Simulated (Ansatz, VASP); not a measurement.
# One calculation of Mg3O2, two programs

File INCAR:

```
PREC = Accurate
ENCUT = 600
EDIFF = 1E-6
ISMEAR = 0
SIGMA = 0.1
LREAL = False
LASPH = True
NELM = 100
ALGO = Normal
ISIF = 3
LWAVE = False
LCHARG = False
GGA = PE
IBRION = 2
NSW = 100
EDIFFG = -0.01
```

The input KPOINTS:

```
regular mesh
0
Gamma
  14 14 14
```

POSCAR

```
Mg3O2
1.0
   -1.5099646686      1.5099646686      6.6403672494
    1.5099646686     -1.5099646686      6.6403672494
    1.5099646686      1.5099646686     -6.6403672494
Mg O
3 2
Direct
    0.6690150644      0.6690150644      0.0000000000
    0.3309849356      0.3309849356      0.0000000000
    0.0000000000      0.0000000000      0.0000000000
    0.8298687232      0.8298687232      0.0000000000
    0.1701312768      0.1701312768      0.0000000000
```

Input for Ansatz:

```yaml
crystal:
  lattice:
    - [-1.5099646686, 1.5099646686, 6.6403672494]
    - [1.5099646686, -1.5099646686, 6.6403672494]
    - [1.5099646686, 1.5099646686, -6.6403672494]
  atoms:
    - { symbol: Mg, position: [0.6690150644, 0.6690150644, 0.0] }
    - { symbol: Mg, position: [0.3309849356, 0.3309849356, 0.0] }
    - { symbol: Mg, position: [0.0, 0.0, 0.0] }
    - { symbol: O, position: [0.8298687232, 0.8298687232, 0.0] }
    - { symbol: O, position: [0.1701312768, 0.1701312768, 0.0] }
basis:
  ecutwfc: 420
kpoints:
  mp_grid: { grid: [14, 14, 14] }
hamiltonian:
  xc: pbe
scf:
  occupations: { method: gaussian, width: 0.1 }
output:
  forces: true
  stress: true
  eigenvalues: true
relax:
  adjacent_minimum: "off"
  f_tol: 0.01
  max_steps: 80
  cell: { stress_tol: 0.05 }
```

Alike in both runs: task relaxation of cell and atoms; functional PBE; k mesh 14 × 14 × 14; occupations gaussian, width 0.1 eV; no spin polarisation.

|  | VASP | Ansatz |
| --- | --- | --- |
| version | VASP 6.6.1 | Ansatz 0.2.0 |
| potentials or method | VASP PAW PBE potentials, release 64 (Mg, O), cutoff 600 eV | scalar-relativistic, plane waves, PAW |
| valence electrons in the cell | 18 | 42 |

VASP gave:

```
gap on the k mesh at the Fermi level, each at its own relaxed structure (eV) : none
relaxed volume (Å³/atom)                                                     : 12.03
relaxed cell length with the largest relative difference (Å)                 : 6.962
```

What did Ansatz give for the same quantities?

gap on the k mesh at the Fermi level, each at its own relaxed structure (eV): none; relaxed volume (Å³/atom): 12.11; relaxed cell length with the largest relative difference (Å): 6.987.

A gap of «none» marks a metal or a gap that the smearing closes. VASP's potentials hold 18 valence electrons a cell and Ansatz's 42, so a difference there can come from the potentials and not from the codes.
